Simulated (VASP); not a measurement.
# Co (P3_121) in VASP: a series of runs

Runs on Co. Level: PBEsol. Tasks: relaxation of cell and atoms, single point.

Program: VASP 6.6.1. These are calculated values, not measurements. Logs are shortened: lines on timing, memory, paths and dates and some standing lists are left out, and cuts for length are marked.

## Step 1: The cell of the first run

The structure is trigonal, space group P3_121 (No. 152). The conventional cell has a = 3.232 Å, b = 3.232 Å, c = 3.667 Å, α = 90.00°, β = 90.00°, γ = 120.00°. Within 2.3 Å of Co (site symmetry 2) lie 2 Co at 1.76 Å.

## Step 2: Relaxation of cell and atoms, PBEsol

Contents of INCAR:

```
SYSTEM = Co
PREC     = Accurate       ! precision mode
ENCUT    = 600            ! plane-wave cutoff, eV
EDIFF    = 1E-6           ! SCF threshold, eV
ISMEAR   = 0              ! smearing method
SIGMA    = 0.1            ! smearing width, eV
LREAL    = .FALSE.        ! projectors in reciprocal space
LASPH    = .TRUE.         ! aspherical terms in the spheres
NELM     = 60             ! most SCF steps
ALGO     = Normal         ! electronic algorithm
ISIF     = 3              ! what is computed and relaxed
LWAVE    = .FALSE.        ! write WAVECAR
LCHARG   = .FALSE.        ! write CHGCAR
GGA      = PS             ! functional
IBRION   = 2              ! ionic algorithm
NSW      = 90             ! ionic steps
EDIFFG   = -0.04          ! ionic threshold
```

Contents of KPOINTS:

```
regular mesh
0
G
  6 6 6
  0 0 0
```

Contents of POSCAR:

```
Co
1.0
    3.2321793139      0.0000000000      0.0000000000
   -1.6160896570      2.7991493955      0.0000000000
    0.0000000000      0.0000000000      3.6670156285
Co
3
Direct
    0.2254000000      0.0000000000      0.3333333333
    0.0000000000      0.2254000000      0.6666666667
    0.7746000000      0.7746000000      0.0000000000
```

Potentials or basis: VASP PAW PBE potentials, release 64 (Co).

Run with:

```sh
> cat potpaw_PBE.64/Co/POTCAR > POTCAR
> mpirun -np 1 vasp_std > vasp.out
```

OUTCAR:

```text
SYSTEM = Co
   PREC = Accurate
   ENCUT = 600
   EDIFF = 1E-6
   ISMEAR = 0
   LREAL = .FALSE.
   LASPH = .TRUE.
   NELM = 60
   ISIF = 3
   GGA = PS
   IBRION = 2
   NSW = 90
   EDIFFG = -0.04

 ion  position               nearest neighbor table
   1  0.225  0.000  0.333-   3 1.76   2 1.76   3 2.54   3 2.54   2 2.54   2 2.54   2 2.75   3 2.75

   2  0.000  0.225  0.667-   3 1.76   1 1.76   3 2.54   3 2.54   1 2.54   1 2.54   1 2.75   3 2.75

   3  0.775  0.775  0.000-   1 1.76   2 1.76   2 2.54   1 2.54   1 2.54   2 2.54   1 2.75   2 2.75

  LATTYP: Found a hexagonal cell.
 ALAT       =     3.2321793139
 C/A-ratio  =     1.1345334749

  Lattice vectors:

 A1 = (   3.2321793139,   0.0000000000,   0.0000000000)
 A2 = (  -1.6160896570,   2.7991493955,   0.0000000000)
 A3 = (   0.0000000000,   0.0000000000,   3.6670156285)

Analysis of symmetry for initial positions (statically):
=====================================================================
 Subroutine PRICEL returns:
 Original cell was already a primitive cell.

 Routine SETGRP: Setting up the symmetry group for a
 hexagonal supercell.

 Subroutine GETGRP returns: Found  6 space group operations
 (whereof  2 operations were pure point group operations)
 out of a pool of 24 trial point group operations.

The static configuration has the point symmetry C_2 .
 The point group associated with its full space group is D_3 .

Analysis of symmetry for dynamics (positions and initial velocities):
=====================================================================
 Subroutine PRICEL returns:
 Original cell was already a primitive cell.

 Routine SETGRP: Setting up the symmetry group for a
 hexagonal supercell.

 Subroutine GETGRP returns: Found  6 space group operations
 (whereof  2 operations were pure point group operations)
 out of a pool of 24 trial point group operations.

The dynamic configuration has the point symmetry C_2 .
 The point group associated with its full space group is D_3 .

 Subroutine INISYM returns: Found  6 space group operations
 (whereof  2 operations are pure point group operations),
 and found     1 'primitive' translations

----------------------------------------------------------------------------------------

                                     Primitive cell

  volume of cell :      33.1768

  direct lattice vectors                    reciprocal lattice vectors
     3.232179314  0.000000000  0.000000000     0.309388775  0.178625693  0.000000000
    -1.616089657  2.799149396  0.000000000     0.000000000  0.357251386  0.000000000
     0.000000000  0.000000000  3.667015629     0.000000000  0.000000000  0.272701319

  length of vectors
     3.232179314  3.232179314  3.667015629     0.357251386  0.357251386  0.272701319

  position of ions in fractional coordinates (direct lattice)
     0.225400000  0.000000000  0.333333333
     0.000000000  0.225400000  0.666666667
     0.774600000  0.774600000  0.000000000

  ion indices of the primitive-cell ions
   primitive index   ion index
                 1           1
                 2           2
                 3           3

----------------------------------------------------------------------------------------

 KPOINTS: regular mesh

Automatic generation of k-mesh.
 Grid dimensions read from file:
 generate k-points for:    6    6    6

 Generating k-lattice:

  Cartesian coordinates                     Fractional coordinates (reciprocal lattice)
     0.051564796  0.029770949  0.000000000     0.166666667  0.000000000  0.000000000
     0.000000000  0.059541898  0.000000000     0.000000000  0.166666667  0.000000000
     0.000000000  0.000000000  0.045450220     0.000000000  0.000000000  0.166666667

  Length of vectors
     0.059541898  0.059541898  0.045450220

  Shift w.r.t. Gamma in fractional coordinates (k-lattice)
     0.000000000  0.000000000  0.000000000

 Subroutine IBZKPT returns following result:
 ===========================================

 Found     34 irreducible k-points:

 Following reciprocal coordinates:
            Coordinates               Weight
  0.000000  0.000000  0.000000      1.000000
  0.166667  0.000000  0.000000      6.000000
  0.333333  0.000000  0.000000      6.000000
  0.500000  0.000000  0.000000      3.000000
  0.166667  0.166667  0.000000      6.000000
  0.333333  0.166667  0.000000     12.000000
[... 16 lines left out ...]
  0.500000  0.000000  0.333333      6.000000
  0.166667  0.166667  0.333333     12.000000
 [... further k-points ...]
   k-points           NKPTS =     34   k-points in BZ     NKDIM =     34   number of bands    NBANDS=     17
   number of dos      NEDOS =    301   number of ions     NIONS =      3
   total plane-waves  NPLWV =  23520
   dimension x,y,z NGX =    28 NGY =   28 NGZ =   30
   dimension x,y,z NGXF=    56 NGYF=   56 NGZF=   60
   ions per type =               3
   NGX,Y,Z   is equivalent  to a cutoff of  14.40, 14.40, 13.60 a.u.
   NGXF,Y,Z  is equivalent  to a cutoff of  28.80, 28.80, 27.20 a.u.
 SYSTEM =  Co
   PREC   = accura    normal or accurate (medium, high low for compatibility)
   ISTART =      0    job   : 0-new  1-cont  2-samecut
   ICHARG =      2    charge: 1-file 2-atom 10-const
   ISPIN  =      1    spin polarized calculation?
   LNONCOLLINEAR =      F non collinear calculations
   LSORBIT =      F    spin-orbit coupling
   LASPH  =      T    aspherical Exc in radial PAW
   ENCUT  =  600.0 eV  44.10 Ry    6.64 a.u.   6.46  6.46  7.32*2*pi/ulx,y,z
   NELM   =     60;   NELMIN=  2; NELMDL= -5     # of ELM steps
   EDIFF  = 0.1E-05   stopping-criterion for ELM
   LREAL  =      F    real-space projection
   EDIFFG = -.4E-01   stopping-criterion for IOM
   NSW    =     90    number of steps for IOM
   IBRION =      2    ionic relax: 0-MD 1-quasi-New 2-CG
   NFREE  =      1    steps in history (QN), initial steepest desc. (CG)
   ISIF   =      3    stress and relaxation
   ISYM   =      2    0-nonsym 1-usesym 2-fastsym
   POTIM  = 0.5000    time-step for ionic-motion
   TEBEG  =    0.0;   TEEND  =   0.0 temperature during run
   PSTRESS=    0.0 pullay stress
   NELECT =      27.0000    total number of electrons
   NUPDOWN=      -1.0000    fix difference up-down
   EMIN   =  10.00;   EMAX   =-10.00  energy-range for DOS
   EFERMI =   0.00;   METHOD = LEGACY
   ISMEAR =     0;   SIGMA  =   0.10  broadening in eV -4-tet -1-fermi 0-gaus
   EFERMI_NEDOS =   21; number of points for ismear=-14 and -15
   IALGO  =     38    algorithm
   IMIX   =      4    mixing-type and parameters
     AMIX     =   0.40;   BMIX     =  1.00
     AMIX_MAG =   1.60;   BMIX_MAG =  1.00
  volume/ion in A,a.u.               =      11.06        74.63
  Fermi-wavevector in a.u.,A,eV,Ry     =   1.528450  2.888352 31.785391  2.336160
  Thomas-Fermi vector in A             =   2.636207
   LORBIT       =      0    0 simple, 1 ext, 2 COOP (PROOUT), +10 PAW based schemes
   GGA     = PS    functional components
   LHFCALC =     F    Hartree Fock is set to
   AEXX    =    0.0000 exact exchange contribution
   IVDW    =     0    specifies the selected vdW correction
   LEPSILON=     F    determine dielectric tensor
   LRPA    =     F    only Hartree local field effects (RPA)
 conjugate gradient relaxation of ions
 non-spin polarized calculation
 Gauss-broadening in eV      SIGMA  =   0.10
  energy-cutoff  :      600.00
  volume of cell :       33.18
 maximum number of plane-waves:      1125
 NGX is ok and might be reduce to    28
   NGX = 13   NGY = 13   NGZ = 15

--------------------------------------- Ionic step        1  -------------------------------------------

 number of electron      27.0000006 magnetization

 Free energy of the ion-electron system (eV)
  ---------------------------------------------------
  ext. energy  EPLUGINS =         0.00000000
  ---------------------------------------------------
  free energy    TOTEN  =       -16.45011659 eV

  energy without entropy =      -16.42314504  energy(sigma->0) =      -16.43663081

 E-fermi :  10.1005     XC(G=0): -13.2344

 val. band max:       10.0859827178   @ k =   0.1667   0.1667   0.0000
 cond. band min:      10.1027254815   @ k =   0.0000   0.3333   0.1667
 fundamental gap:      0.0167427637
 Fermi energy:        10.1004702310

 k-point     1 :       0.0000    0.0000    0.0000
  band No.  band energies     occupation
      1       1.4275      2.00000
      2       4.3984      2.00000
      3       4.3984      2.00000
      4       5.1927      2.00000
      5       5.1927      2.00000
      6       5.2102      2.00000
[... 457 lines left out ...]
      4       5.1713      2.00000
      5       5.6416      2.00000
      6       6.1244      2.00000
[... 9 lines left out ...]
     16      10.9242      0.00000
     17      11.5564      0.00000

 [... further k-points ...]
[... 5 lines left out ...]
  --------------------------------------------------------------------------------------
  -------------------------------------------------------------------------------------
  Total        6.9668523      6.9668523     20.2588835     -0.0000000     -0.0000000      0.0000000
  in kB      336.4440887    336.4440887    978.3444922     -0.0000000     -0.0000000      0.0000000
  external PRESSURE =     550.4108899 kB  Pullay stress =       0.0000000 kB
[... 92 lines left out ...]
  FREE ENERGIE OF THE ION-ELECTRON SYSTEM (eV)
  ---------------------------------------------------
  free  energy   TOTEN  =       -17.7555956825 eV

  energy  without entropy=      -17.6820415056  energy(sigma->0) =      -17.71881859

[... ionic steps 4 to 10 ...]

--------------------------------------- Ionic step       11  -------------------------------------------

 number of electron      26.9999986 magnetization

------------------------ aborting loop because EDIFF is reached ----------------------------------------
[... 69 lines left out ...]
--------------------------------------- Ionic step       13  -------------------------------------------

 number of electron      26.9999994 magnetization

 Free energy of the ion-electron system (eV)
  ---------------------------------------------------
  ext. energy  EPLUGINS =         0.00000000
  ---------------------------------------------------
  free energy    TOTEN  =       -20.09242324 eV

  energy without entropy =      -20.04833850  energy(sigma->0) =      -20.07038087

 E-fermi :   9.4907     XC(G=0): -13.2587

 val. band max:        9.4725843244   @ k =   0.3333   0.1667   0.5000
 cond. band min:       9.4928261558   @ k =   0.0000   0.0000   0.3333
 fundamental gap:      0.0202418314
 Fermi energy:         9.4907211210

 k-point     1 :       0.0000    0.0000    0.0000
  band No.  band energies     occupation
      1       0.9487      2.00000
      2       5.6861      2.00000
      3       5.6861      2.00000
      4       5.7722      2.00000
      5       5.7722      2.00000
      6       7.1358      2.00000
[... 457 lines left out ...]
      4       6.2295      2.00000
      5       6.5138      2.00000
      6       6.9012      2.00000
[... 9 lines left out ...]
     16      10.2413      0.00000
     17      10.4448      0.00000

 [... further k-points ...]
[... 5 lines left out ...]
  --------------------------------------------------------------------------------------
  -------------------------------------------------------------------------------------
  Total       -0.0462298     -0.0462298      0.0910079      0.0000000      0.0000000     -0.0000000
  in kB       -2.1881087     -2.1881087      4.3075104      0.0000000      0.0000000     -0.0000000
  external PRESSURE =      -0.0229023 kB  Pullay stress =       0.0000000 kB
[... 18 lines left out ...]
  FREE ENERGIE OF THE ION-ELECTRON SYSTEM (eV)
  ---------------------------------------------------
  free  energy   TOTEN  =       -20.0924232433 eV

  energy  without entropy=      -20.0483384980  energy(sigma->0) =      -20.07038087

 reached required accuracy - stopping structural energy minimisation
```

Run time: 6.1 min. Hardware: 1 thread of Intel Xeon 8259CL, shared host; peak memory 0.18 GiB.

What came out:

* Free energy: -20.0924 eV
* Relaxed volume: 11.28 Å³/atom
* Relaxed cell: a = 3.119 Å, b = 3.119 Å, c = 4.018 Å, α = 90.00°, β = 90.00°, γ = 120.00°
* Space group after relaxing (to 0.1 Å): R-3m (No. 166)
* Energy gained by relaxing: 1214.1 meV/atom
* Ionic steps: 13
* Pressure after relaxing: 0.0 GPa
* Largest force after relaxing: 0.005 eV/Å
* Band gap on the k mesh: zero (an odd number of electrons rules out a gap without spin polarisation)

Forces on the atoms (eV/Å):
```
Co   0.005  0.000  0.000
Co  -0.002  0.004  0.000
Co  -0.002 -0.004  0.000
```

Stress tensor (GPa, compression positive):
```
-0.22  0.00  0.00
 0.00 -0.22  0.00
 0.00  0.00  0.43
```

The path:
```
step  energy change (eV)  largest force (eV/Å)  pressure (GPa)  volume (Å³)
   1              0.0000                9.8399           55.04        33.18
   2             -0.4215                0.4490          -32.30        54.39
   3             -1.3055                0.1251          -32.61        49.69
   4             -2.0218                0.0303          -31.29        46.13
   5             -2.9961                0.9807          -16.20        39.35
   6             -2.9949                1.3458          -12.24        38.57
   7             -3.0008                1.1676          -14.22        38.93
   8             -3.4596                1.1277            1.60        34.23
   9             -3.4827                1.0595            8.79        32.99
  10             -3.6309                0.1036            4.50        33.18
  11             -3.6342                0.0339            4.02        33.23
  12             -3.6344                0.0375           -3.72        34.48
  13             -3.6423                0.0048            0.00        33.85
```

Final structure:
```
Co
1.0
     3.11899    0.00000    0.00000
    -1.55949    2.70112    0.00000
     0.00000    0.00000    4.01795
Co
3
Direct
  0.33309 0.00000 0.33333
  0.00000 0.33309 0.66667
  0.66691 0.66691 0.00000
```

Caveat: the k points lie up to 0.39 Å⁻¹ apart in the final cell, too coarse for converged energies and pressures of a metal; the PAW data sets were made with another functional, which shifts forces and pressure a little; the run has no spin polarisation, though such a crystal can be magnetic.

## Step 3: Single point, PBEsol, collinear spin, ferromagnetic start

Contents of INCAR:

```
  PREC = Accurate
  ENCUT = 520
  EDIFF = 1E-7
  ISMEAR = 0
  SIGMA = 0.1
  LREAL = F
  LASPH = T
  NELM = 150
  ALGO = Normal
  ISIF = 2
  LWAVE = F
  LCHARG = T
  ISPIN = 2
  MAGMOM = 3 3 3
  LORBIT = 11
  LMAXMIX = 4
  GGA = PS
  LELF = T
  LVHAR = T
  NBANDS = 24
```

Contents of KPOINTS:

```
regular mesh
0
Gamma
  6 6 6
```

POSCAR is that of step 2.

Potentials or basis: VASP PAW PBE potentials, release 64 (Co).

Run with:

```sh
> cat potpaw_PBE.64/Co/POTCAR > POTCAR
> mpirun -np 1 vasp_std > vasp.out
```

Wall time 2.1 min (1 thread of Intel Xeon 8259CL, shared host); peak memory 0.18 GiB.

Results (log left out):

```yaml
Free_energy: -16.4491 eV
Pressure: 55.1 GPa
Largest_force: 9.844 eV/Å
Net_moment: 0.00 μB per cell
Valence_electrons_inside_the_program's_atomic_spheres: Co 8.81
```

Forces on the atoms (eV/Å):
```
Co   9.844  0.000  0.000
Co  -4.922  8.525  0.000
Co  -4.922 -8.525  0.000
```

Stress tensor (GPa, compression positive):
```
33.73  0.00  0.00
 0.00 33.73  0.00
 0.00  0.00 97.94
```

Levels at points of the mesh, in eV from the Fermi level:
Spin up:
```csv
k point,band 10,band 11,band 12,band 13,band 14,band 15,band 16,band 17
"(0.00, 0.00, 0.00)",-1.99,-1.16,-1.16,0.39,0.39,0.68,0.79,5.29
"(0.50, 0.00, 0.00)",-1.49,-1.23,-1.01,-0.63,-0.27,-0.09,0.98,1.13
"(0.00, 0.00, 0.50)",-2.09,-1.24,-1.24,0.06,0.06,0.56,1.26,1.26
"(0.50, 0.00, 0.50)",-1.67,-1.16,-1.13,-0.49,-0.26,0.44,0.45,1.53
```
Spin down:
| k point | band 11 | band 12 | band 13 | band 14 | band 15 | band 16 |
| --- | --- | --- | --- | --- | --- | --- |
| (0.00, 0.00, 0.00) | -1.16 | -1.16 | 0.39 | 0.39 | 0.68 | 0.79 |
| (0.50, 0.00, 0.00) | -1.23 | -1.01 | -0.63 | -0.27 | -0.09 | 0.98 |
| (0.00, 0.00, 0.50) | -1.24 | -1.24 | 0.06 | 0.06 | 0.56 | 1.26 |
| (0.50, 0.00, 0.50) | -1.16 | -1.13 | -0.49 | -0.26 | 0.44 | 0.45 |

Caveat: the k points lie up to 0.37 Å⁻¹ apart; atoms lie so close that the PAW spheres overlap strongly, which falsifies energies and pressures; the PAW data sets were made with another functional, which shifts forces and pressure a little.
